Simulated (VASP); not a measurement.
Al, 12 atoms in the cell. The cell holds a slab with vacuum, 12 atoms: a = 5.632 Å, b = 5.632 Å, c = 24.585 Å, α = 90.00°, β = 90.00°, γ = 120.00°. 

```yaml
Program: VASP 6.6.1
Task: single point
Functional: PBE
Dispersion: D3(BJ)
Potentials_or_basis: VASP PAW PBE potentials, release 64 (Al)
Cutoff: 520 eV
k_mesh: 4 × 4 × 1
Occupations: gaussian, width 0.1 eV
Spin: no spin polarisation
Dipole_correction: yes
Further_INCAR_settings: ALGO = Normal; EDIFF = 1e-06; NBANDS = 30
```

Potentials or basis: VASP PAW PBE potentials, release 64 (Al).

Run with:

```bash
$ cat potpaw_PBE.64/Al/POTCAR > POTCAR
$ mpirun -np 1 vasp_std > vasp.out
```

Hardware: 1 thread of Intel(R) Xeon(R) 6975P-C (Granite Rapids) (shared host).

Question: How long does it take, and how much memory?

Answer: Wall time 3.8 min on 1 thread of Intel(R) Xeon(R) 6975P-C (Granite Rapids) (shared host), peak memory 0.68 GiB. Counts: scf iterations 24, k points 10.
